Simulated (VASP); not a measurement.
# SrCl2 (P-3m1) in VASP: a series of runs, part 2 of 2

VASP 6.6.1. The steps go on from the part before.

## Step 3: Relaxation of shape and atoms at fixed volume, PBEsol (volume scaled by 0.960)

File INCAR:

```
PREC = Accurate
ENCUT = 600
EDIFF = 1E-6
ISMEAR = 0
SIGMA = 0.05
LREAL = F
LASPH = T
NELM = 100
ALGO = Normal
ISIF = 4
LWAVE = F
LCHARG = F
GGA = PS
IBRION = 2
NSW = 60
EDIFFG = -0.01
```

File KPOINTS:

```
regular mesh
0
Gamma
  8 8 6
```

File POSCAR:

```
SrCl2
1.0
    4.3402738003      0.0000000000      0.0000000000
   -2.1701369001      3.7587873704      0.0000000000
    0.0000000000      0.0000000000      5.9437454057
Sr Cl
1 2
Direct
    0.0000000000      0.0000000000      0.0000000000
    0.3333333333      0.6666666667      0.2312550934
    0.6666666667      0.3333333333      0.7687449066
```

Potentials or basis: VASP PAW PBE potentials, release 64 (Sr_sv, Cl).

Launch:

```console
$ cat potpaw_PBE.64/Sr_sv/POTCAR potpaw_PBE.64/Cl/POTCAR > POTCAR
$ mpirun -np 1 vasp_std > vasp.out
```

OUTCAR:

```text
PREC = Accurate
   ENCUT = 600
   EDIFF = 1E-6
   ISMEAR = 0
   LREAL = F
   LASPH = T
   NELM = 100
   ISIF = 4
   GGA = PS
   IBRION = 2
   NSW = 60
   EDIFFG = -0.01

 ion  position               nearest neighbor table
   1  0.000  0.000  0.000-   2 2.86   3 2.86   2 2.86   3 2.86   3 2.86   2 2.86
   2  0.333  0.667  0.231-   1 2.86   1 2.86   1 2.86
   3  0.667  0.333  0.769-   1 2.86   1 2.86   1 2.86

  LATTYP: Found a hexagonal cell.
 ALAT       =     4.3402738003
 C/A-ratio  =     1.3694401964

  Lattice vectors:

 A1 = (   4.3402738003,   0.0000000000,   0.0000000000)
 A2 = (  -2.1701369001,   3.7587873704,   0.0000000000)
 A3 = (   0.0000000000,   0.0000000000,   5.9437454057)

Analysis of symmetry for initial positions (statically):
=====================================================================
 Subroutine PRICEL returns:
 Original cell was already a primitive cell.

 Routine SETGRP: Setting up the symmetry group for a
 hexagonal supercell.

 Subroutine GETGRP returns: Found 12 space group operations
 (whereof 12 operations were pure point group operations)
 out of a pool of 24 trial point group operations.

The static configuration has the point symmetry D_3d.

Analysis of symmetry for dynamics (positions and initial velocities):
=====================================================================
 Subroutine PRICEL returns:
 Original cell was already a primitive cell.

 Routine SETGRP: Setting up the symmetry group for a
 hexagonal supercell.

 Subroutine GETGRP returns: Found 12 space group operations
 (whereof 12 operations were pure point group operations)
 out of a pool of 24 trial point group operations.

The dynamic configuration has the point symmetry D_3d.

 Subroutine INISYM returns: Found 12 space group operations
 (whereof 12 operations are pure point group operations),
 and found     1 'primitive' translations

----------------------------------------------------------------------------------------

                                     Primitive cell

  volume of cell :      96.9673

  direct lattice vectors                    reciprocal lattice vectors
     4.340273800  0.000000000  0.000000000     0.230400211  0.133021624  0.000000000
    -2.170136900  3.758787370  0.000000000     0.000000000  0.266043248  0.000000000
     0.000000000  0.000000000  5.943745406     0.000000000  0.000000000  0.168244084

  length of vectors
     4.340273800  4.340273800  5.943745406     0.266043248  0.266043248  0.168244084

  position of ions in fractional coordinates (direct lattice)
     0.000000000  0.000000000  0.000000000
     0.333333333  0.666666667  0.231255093
     0.666666667  0.333333333  0.768744907

  ion indices of the primitive-cell ions
   primitive index   ion index
                 1           1
                 2           2
                 3           3

----------------------------------------------------------------------------------------

 KPOINTS: regular mesh

Automatic generation of k-mesh.
 Grid dimensions read from file:
[... 24 lines left out ...]
  0.250000 -0.000000  0.000000      6.000000
  0.375000 -0.000000  0.000000      6.000000
  0.500000 -0.000000  0.000000      3.000000
  0.125000  0.125000  0.000000      6.000000
[... 16 lines left out ...]
 -0.125000  0.500000  0.166667     12.000000
  0.250000  0.250000  0.166667     12.000000
 [... further k-points ...]
   k-points           NKPTS =     50   k-points in BZ     NKDIM =     50   number of bands    NBANDS=     16
   number of dos      NEDOS =    301   number of ions     NIONS =      3
   total plane-waves  NPLWV =  62208
   dimension x,y,z NGX =    36 NGY =   36 NGZ =   48
   dimension x,y,z NGXF=    72 NGYF=   72 NGZF=   96
   ions per type =               1   2
   NGX,Y,Z   is equivalent  to a cutoff of  13.79, 13.79, 13.43 a.u.
   NGXF,Y,Z  is equivalent  to a cutoff of  27.58, 27.58, 26.85 a.u.
 SYSTEM =  unknown system
   PREC   = accura    normal or accurate (medium, high low for compatibility)
   ISTART =      0    job   : 0-new  1-cont  2-samecut
   ICHARG =      2    charge: 1-file 2-atom 10-const
   ISPIN  =      1    spin polarized calculation?
   LNONCOLLINEAR =      F non collinear calculations
   LSORBIT =      F    spin-orbit coupling
   LASPH  =      T    aspherical Exc in radial PAW
   ENCUT  =  600.0 eV  44.10 Ry    6.64 a.u.   8.67  8.67 11.87*2*pi/ulx,y,z
   NELM   =    100;   NELMIN=  2; NELMDL= -5     # of ELM steps
   EDIFF  = 0.1E-05   stopping-criterion for ELM
   LREAL  =      F    real-space projection
   EDIFFG = -.1E-01   stopping-criterion for IOM
   NSW    =     60    number of steps for IOM
   IBRION =      2    ionic relax: 0-MD 1-quasi-New 2-CG
   NFREE  =      1    steps in history (QN), initial steepest desc. (CG)
   ISIF   =      4    stress and relaxation
   ISYM   =      2    0-nonsym 1-usesym 2-fastsym
   POTIM  = 0.5000    time-step for ionic-motion
   TEBEG  =    0.0;   TEEND  =   0.0 temperature during run
   PSTRESS=    0.0 pullay stress
   NELECT =      24.0000    total number of electrons
   NUPDOWN=      -1.0000    fix difference up-down
   EMIN   =  10.00;   EMAX   =-10.00  energy-range for DOS
   EFERMI =   0.00;   METHOD = LEGACY
   ISMEAR =     0;   SIGMA  =   0.05  broadening in eV -4-tet -1-fermi 0-gaus
   EFERMI_NEDOS =   21; number of points for ismear=-14 and -15
   IALGO  =     38    algorithm
   IMIX   =      4    mixing-type and parameters
     AMIX     =   0.40;   BMIX     =  1.00
     AMIX_MAG =   1.60;   BMIX_MAG =  1.00
  volume/ion in A,a.u.               =      32.32       218.12
  Fermi-wavevector in a.u.,A,eV,Ry     =   1.027867  1.942387 14.374696  1.056510
  Thomas-Fermi vector in A             =   2.161834
   LORBIT       =      0    0 simple, 1 ext, 2 COOP (PROOUT), +10 PAW based schemes
   GGA     = PS    functional components
   LHFCALC =     F    Hartree Fock is set to
   AEXX    =    0.0000 exact exchange contribution
   IVDW    =     0    specifies the selected vdW correction
   LEPSILON=     F    determine dielectric tensor
   LRPA    =     F    only Hartree local field effects (RPA)
 conjugate gradient relaxation of ions
 non-spin polarized calculation
 Gauss-broadening in eV      SIGMA  =   0.05
  energy-cutoff  :      600.00
  volume of cell :       96.97
 maximum number of plane-waves:      3268
 NGX is ok and might be reduce to    36
   NGX = 17   NGY = 17   NGZ = 23

--------------------------------------- Ionic step        1  -------------------------------------------

 number of electron      23.9999999 magnetization

 Free energy of the ion-electron system (eV)
  ---------------------------------------------------
  ext. energy  EPLUGINS =         0.00000000
  ---------------------------------------------------
  free energy    TOTEN  =       -13.09331185 eV

  energy without entropy =      -13.09331185  energy(sigma->0) =      -13.09331185

------------------------ aborting loop because EDIFF is reached ----------------------------------------

  FORCE on cell =-STRESS in cart. coord.  units (eV):
  Direction    XX          YY          ZZ          XY          YZ          ZX
  --------------------------------------------------------------------------------------
  -------------------------------------------------------------------------------------
  Total        0.6589455      0.6589455      0.3989180      0.0000000      0.0000000      0.0000000
  in kB       10.8876710     10.8876710      6.5912709      0.0000000      0.0000000      0.0000000
  external PRESSURE =       9.4555376 kB  Pullay stress =       0.0000000 kB
[... 135 lines left out ...]
--------------------------------------- Ionic step        5  -------------------------------------------

 number of electron      24.0000001 magnetization

 Free energy of the ion-electron system (eV)
  ---------------------------------------------------
  ext. energy  EPLUGINS =         0.00000000
  ---------------------------------------------------
  free energy    TOTEN  =       -13.10007700 eV

  energy without entropy =      -13.10007700  energy(sigma->0) =      -13.10007700

 E-fermi :  -0.7991     XC(G=0):  -7.8039

 val. band max:       -1.1339263780   @ k =   0.0000   0.0000   0.0000
 cond. band min:       4.0251465406   @ k =   0.0000   0.0000   0.0000
 fundamental gap:      5.1590729186
 Fermi energy:        -0.7990906297

 k-point     1 :       0.0000    0.0000    0.0000
  band No.  band energies     occupation
      1     -33.5456      2.00000
      2     -15.8842      2.00000
      3     -15.5524      2.00000
      4     -15.5524      2.00000
      5     -13.9375      2.00000
      6     -13.2239      2.00000
[... 433 lines left out ...]
      3     -15.7609      2.00000
      4     -15.6443      2.00000
      5     -13.4899      2.00000
      6     -13.3403      2.00000
[... 8 lines left out ...]
     15       6.1192      0.00000
     16       7.2211      0.00000

 [... further k-points ...]
[... 5 lines left out ...]
  --------------------------------------------------------------------------------------
  -------------------------------------------------------------------------------------
  Total        0.1043505      0.1043505      0.0839328      0.0000000     -0.0000000     -0.0000000
  in kB        1.7241695      1.7241695      1.3868105      0.0000000     -0.0000000     -0.0000000
  external PRESSURE =       1.6117165 kB  Pullay stress =       0.0000000 kB
[... 18 lines left out ...]
  FREE ENERGIE OF THE ION-ELECTRON SYSTEM (eV)
  ---------------------------------------------------
  free  energy   TOTEN  =       -13.1000770006 eV

  energy  without entropy=      -13.1000770006  energy(sigma->0) =      -13.10007700

 reached required accuracy - stopping structural energy minimisation
```

OSZICAR:

```text
N       E                     dE             d eps       ncg     rms          rms(c)
DAV:   1     0.167606606803E+03    0.16761E+03   -0.12276E+04  1600   0.148E+03
DAV:   2    -0.154511603955E+01   -0.16915E+03   -0.16565E+03  2192   0.260E+02
DAV:   3    -0.129322794939E+02   -0.11387E+02   -0.11376E+02  2072   0.724E+01
[... 46 lines left out ...]
DAV:   4    -0.131000417506E+02    0.22829E-02   -0.68756E-03  2160   0.538E-01    0.125E-01
DAV:   5    -0.131000563780E+02   -0.14627E-04   -0.54238E-04  2208   0.169E-01    0.413E-02
DAV:   6    -0.131000661281E+02   -0.97500E-05   -0.71727E-05  2304   0.571E-02    0.263E-02
DAV:   7    -0.131000765642E+02   -0.10436E-04   -0.13726E-05  1912   0.254E-02    0.598E-03
DAV:   8    -0.131000770006E+02   -0.43639E-06   -0.52987E-06  2200   0.132E-02
   5 F= -.13100077E+02 E0= -.13100077E+02  d E =-.676515E-02
```

CONTCAR:

```text
SrCl2
   1.00000000000000
     4.3761662293794812    0.0000000000036000    0.0000000000000000
    -2.1880831146362096    3.7898711257792650    0.0000000000000000
     0.0000000000000000    0.0000000000000000    5.8466464463970844
  Sr              Cl
     1     2
Direct
     0.0000000000000000    1.0000000000000000    0.0000000000000000
     0.3333333332999970    0.6666666667000030    0.2374107651983789
     0.6666666667000030    0.3333333332999970    0.7625892348016212

  0.00000000E+00  0.00000000E+00  0.00000000E+00
  0.00000000E+00  0.00000000E+00  0.00000000E+00
  0.00000000E+00  0.00000000E+00  0.00000000E+00
```

Run time: 5.1 min. Hardware: 1 thread of Oxide Virtual Turin-like, shared host; peak memory 0.27 GiB.

What came out:

* Free energy: -13.1001 eV
* Energy gained by relaxing: 2.3 meV/atom
* Ionic steps: 5
* Pressure after relaxing: 0.2 GPa
* Largest force after relaxing: 0.006 eV/Å
* Band gap on the k mesh: 5.16 eV, direct

Forces in eV/Å, atoms in the order of the input:
```
Sr   0.000  0.000  0.000
Cl   0.000  0.000 -0.006
Cl   0.000  0.000  0.006
```

Step by step:
```
step  energy change (eV)  largest force (eV/Å)  pressure (GPa)  volume (Å³)
   1              0.0000                0.1298            0.95        96.97
   2             -0.0021                0.1062            0.81        96.97
   3             -0.0061                0.0366            0.40        96.97
   4             -0.0034                0.0977           -0.36        96.97
   5             -0.0068                0.0057            0.16        96.97
```

Final structure:
```
Sr Cl
1.0
     4.37617    0.00000    0.00000
    -2.18808    3.78987    0.00000
     0.00000    0.00000    5.84665
Sr Cl
1 2
Direct
  0.00000 0.00000 0.00000
  0.33333 0.66667 0.23741
  0.66667 0.33333 0.76259
```

Levels at points of the mesh, in eV from the valence-band top:
```
           k point  band 10  band 11  band 12  band 13  band 14  band 15
(0.00, 0.00, 0.00)    -0.39    -0.39     0.00     5.16     6.68     6.68
(0.50, 0.00, 0.00)    -0.91    -0.80    -0.73     5.56     7.08     8.02
(0.00, 0.00, 0.50)    -0.79    -0.50    -0.50     6.50     6.51     6.51
(0.50, 0.00, 0.50)    -0.72    -0.56    -0.28     6.05     7.56     7.83
```

Caveat: the cell differs from its parent crystal (volume scaled by 0.960); the PAW data sets were made with another functional, which shifts forces and pressure a little. A k mesh can miss the band edges.
